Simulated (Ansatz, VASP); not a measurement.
One calculation of ReSb, two programs

```
Re Sb
1.0
     0.00000    2.74984    2.74984
     2.74984    0.00000    2.74984
     2.74984    2.74984    0.00000
Re Sb
1 1
Direct
  0.00000 0.00000 0.00000
  0.25000 0.25000 0.25000
```

Change from the starting cell: volume scaled by 0.76, PAW files.

Alike in both runs: task single point; functional PBE; k mesh 12 × 12 × 12; occupations fermi-dirac, width 0.08 eV; no spin polarisation.

|  | VASP | Ansatz |
| --- | --- | --- |
| version | VASP 6.6.1 | Ansatz 0.2.0 |
| potentials or method | VASP PAW PBE potentials, release 64 (Re, Sb) | PAW with Ansatz's default frozen-core files, scalar-relativistic |
| plane-wave cutoff (eV) | 520 | 420 |
| valence electrons in the cell | 12 | 30 |

|  | VASP | Ansatz | Ansatz less VASP |
| --- | --- | --- | --- |
| pressure (GPa) | 48.9 | 49.4 | +0.49 |

Both programs put the cell under a high pressure, so it lies far from rest at this level. VASP's potentials hold 12 valence electrons a cell and Ansatz's 30, so a difference there can come from the potentials and not from the codes.

Neither program's run includes spin-orbit coupling.
